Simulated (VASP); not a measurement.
A run of VASP 6.6.1 is set up as follows.

File INCAR:

```
ALGO = Normal ; EDIFF = 1E-6
ENCUT = 520 ; GGA = PE
ISIF = 2 ; ISMEAR = -1
LASPH = True ; LCHARG = False
LREAL = False ; LWAVE = False
NBANDS = 51 ; NELM = 80
PREC = Accurate ; SIGMA = 0.1189
```

KPOINTS

```
k-points
0
Gamma
  6 6 3
```

The input POSCAR:

```
BaTiO3
1.0
    4.0165210900      0.0000000000      0.0000000000
    0.0000000000      4.0165210900      0.0000000000
    0.0000000000      0.0000000000      8.0695943500
Ba Ti O
2 2 6
Direct
    0.0000000000      0.0000000000      0.0000000000
    0.0000000000      0.0000000000      0.5000000000
    0.5000000000      0.5000000000      0.2410000000
    0.5000000000      0.5000000000      0.7410000000
    0.5000000000      0.5000000000      0.0080000000
    0.5000000000      0.5000000000      0.5080000000
    0.5000000000      0.0000000000      0.2575000000
    0.5000000000      0.0000000000      0.7575000000
    0.0000000000      0.5000000000      0.2575000000
    0.0000000000      0.5000000000      0.7575000000
```

Potentials or basis: VASP PAW PBE potentials, release 64 (Ba_sv, Ti_sv, O).

Run with:

```sh
$ cat potpaw_PBE.64/Ba_sv/POTCAR potpaw_PBE.64/Ti_sv/POTCAR potpaw_PBE.64/O/POTCAR > POTCAR
$ mpirun -np 1 vasp_std > vasp.out
```

Estimate the band gap on the k mesh.

1.75 eV.

What does it give for the pressure?

2.3 GPa.

What does it give for the largest force?

0.395 eV/Å.

Stress tensor (GPa, compression positive):
```
1.80 0.00 0.00
0.00 1.80 0.00
0.00 0.00 3.29
```

Caveat: spin-orbit coupling is left out, which moves the levels of the heavy elements. A k mesh can miss the band edges.
